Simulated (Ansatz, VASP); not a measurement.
KI in VASP and in Ansatz

```
K I
1.0
     0.00000    3.54596    3.54596
     3.54596    0.00000    3.54596
     3.54596    3.54596    0.00000
K I
1 1
Direct
  0.00000 0.00000 0.00000
  0.50000 0.50000 0.50000
```

Alike in both runs: functional r2SCAN; k mesh 6 × 6 × 6; occupations gaussian, width 0.02 eV; no spin polarisation.

Ansatz relaxed the structure, and its values are those at the end. VASP's run is a single point on that final structure, the one shown.

```csv
,VASP,Ansatz
version,VASP 6.6.1,Ansatz 0.2.0
potentials or method,"VASP PAW PBE potentials, release 64 (K_sv, I), cutoff 520 eV","scalar-relativistic, plane waves, PAW"
valence electrons in the cell,16,26
```

|  | VASP | Ansatz | Ansatz less VASP |
| --- | --- | --- | --- |
| gap on the k mesh at the Fermi level (eV) | 4.58 | 4.58 | +0.003 |
| least direct gap on the mesh (eV) | 4.58 | 4.58 | +0.003 |
| pressure (GPa) | 0.0 | 0.0 | 0.00 |

VASP's potentials were made for PBE, not for r2SCAN. VASP's potentials hold 16 valence electrons a cell and Ansatz's 26, so a difference there can come from the potentials and not from the codes.

Neither program's run includes spin-orbit coupling.
